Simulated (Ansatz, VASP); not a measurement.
SrMg: VASP beside Ansatz

```
Sr Mg
1.0
     3.90000    0.00000    0.00000
     0.00000    3.90000    0.00000
     0.00000    0.00000    3.82200
Sr Mg
1 1
Direct
  0.50000 0.50000 0.50000
  0.00000 0.00000 0.00000
```

Change from the starting cell: zz strain of -2 %.

Alike in both runs: task single point; functional LDA; k mesh 9 × 9 × 9; occupations fermi-dirac, width 0.05 eV; no spin polarisation.

|  | VASP | Ansatz |
| --- | --- | --- |
| version | VASP 6.6.1 | Ansatz 0.2.0 |
| potentials or method | VASP PAW LDA potentials, release 64 (Sr_sv, Mg), cutoff 520 eV | all-electron LAPW, scalar-relativistic |

```csv
,VASP,Ansatz,Ansatz less VASP
pressure (GPa),4.0,4.2,+0.14
"traceless stress, the component that is largest in VASP (GPa)",0.28,0.27,-0.005
```

LDA's correlation is that of Perdew and Zunger in VASP and of Perdew and Wang (1992) in Ansatz. Ansatz ran all-electron here, and VASP with PAW potentials.
